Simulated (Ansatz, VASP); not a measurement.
Two plane-wave programs on Eu

Contents of INCAR:

```
  PREC = Accurate
  ENCUT = 520
  EDIFF = 1E-6
  ISMEAR = -1
  SIGMA = 0.05
  LREAL = F
  LASPH = T
  NELM = 150
  ALGO = Normal
  ISIF = 2
  LWAVE = F
  LCHARG = F
  ISPIN = 2
  MAGMOM = 0
  LORBIT = 11
  NUPDOWN = 0.0
  LMAXMIX = 6
  GGA = PE
  NBANDS = 18
```

KPOINTS

```
regular mesh
0
Gamma
  7 7 7
```

Contents of POSCAR:

```
Eu
1.0
   -2.3030000000      2.3030000000      2.3030000000
    2.3030000000     -2.3030000000      2.3030000000
    2.3030000000      2.3030000000     -2.3030000000
Eu
1
Direct
    0.0000000000      0.0000000000      0.0000000000
```

Contents of input.yaml:

```yaml
crystal:
  lattice:
    - [-2.303, 2.303, 2.303]
    - [2.303, -2.303, 2.303]
    - [2.303, 2.303, -2.303]
  atoms:
    - { symbol: Eu, position: [0.0, 0.0, 0.0] }
hamiltonian:
  xc: pbe
  pseudopotentials: { kind: paw }
magnetization:
  spin_polarized: true
  initial_magnetization: 0.0
  spin_locking: { lock_magnetization: hard }
kpoints:
  mp_grid: { grid: [7, 7, 7] }
scf:
  occupations: { method: fermi_dirac, width: 0.05 }
  lower_state_search: "off"
output:
  forces: true
  stress: true
  eigenvalues: true
```

Alike in both runs: task single point; functional PBE; k mesh 7 × 7 × 7; occupations fermi-dirac, width 0.05 eV; collinear spin; fixed moment 0 μB.

|  | VASP | Ansatz |
| --- | --- | --- |
| version | VASP 6.6.1 | Ansatz 0.2.0 |
| potentials or method | VASP PAW PBE potentials, release 64 (Eu) | Ansatz PAW |
| plane-wave cutoff (eV) | 520 | 420 |
| valence electrons in the cell | 17 | 17 |

VASP gave:

```
pressure (GPa)                                                : -2.4
net moment per atom (μB)                                      : 0.00
size of the moment on the site where the two differ most (μB) : 0.68
```

Question: What did Ansatz give for the same quantities?

Answer: Pressure (GPa): -4.8; net moment per atom (μB): 0.00; size of the moment on the site where the two differ most (μB): 0.00.

Site moments also hang on the region over which each program counts them.

Neither program's run includes spin-orbit coupling.
